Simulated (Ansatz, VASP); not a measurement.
## Two plane-wave programs on EuS

The input INCAR:

```
PREC = Accurate ; ENCUT = 600
EDIFF = 1E-6 ; ISMEAR = -1
SIGMA = 0.05 ; LREAL = F
LASPH = T ; NELM = 200
ALGO = Normal ; ISIF = 2
LWAVE = F ; LCHARG = F
ISPIN = 2 ; MAGMOM = 7 0
LORBIT = 11 ; LMAXMIX = 6
GGA = PS ; IVDW = 12
NBANDS = 22 ; GGA_COMPAT = F
```

Contents of KPOINTS:

```
regular mesh
0
Gamma
  8 8 8
```

File POSCAR:

```
EuS
1.0
    0.0000000000      2.9176972248      2.9176972248
    2.9176972248      0.0000000000      2.9176972248
    2.9176972248      2.9176972248      0.0000000000
Eu S
1 1
Direct
    0.0000000000      0.0000000000      0.0000000000
    0.5000000000      0.5000000000      0.5000000000
```

Contents of input.yaml:

```yaml
crystal:
  lattice:
    - [0.0, 2.9176972248, 2.9176972248]
    - [2.9176972248, 0.0, 2.9176972248]
    - [2.9176972248, 2.9176972248, 0.0]
  atoms:
    - { symbol: Eu, position: [0.0, 0.0, 0.0], spin: 7.0 }
    - { symbol: S, position: [0.5, 0.5, 0.5] }
hamiltonian:
  xc: pbesol
  pseudopotentials: { kind: paw }
  dispersion: d3bj
magnetization:
  spin_polarized: true
kpoints:
  mp_grid: { grid: [8, 8, 8] }
scf:
  occupations: { method: fermi_dirac, width: 0.05 }
output:
  forces: true
  stress: true
  eigenvalues: true
```

Alike in both runs: task single point; functional PBEsol; dispersion D3(BJ); k mesh 8 × 8 × 8; occupations fermi-dirac, width 0.05 eV; collinear spin.

|  | VASP | Ansatz |
| --- | --- | --- |
| version | VASP 6.6.1 | Ansatz 0.2.0 |
| potentials or method | VASP PAW PBE potentials, release 64 (Eu, S) | Ansatz PAW |
| plane-wave cutoff (eV) | 600 | 420 |
| valence electrons in the cell | 23 | 23 |

```tsv
	VASP	Ansatz	Ansatz less VASP
gap on the k mesh at the Fermi level (eV)	none	none	-
pressure (GPa)	-5.6	-5.4	+0.24
net moment per atom (μB)	3.47	3.48	+0.003
size of the moment on the site where the two differ most (μB)	6.56	6.70	+0.140
```

VASP's potentials were made for PBE, not for PBEsol. Site moments also hang on the region over which each program counts them. A gap of «none» marks a metal or a gap that the smearing closes.

Spin-orbit coupling is off throughout.
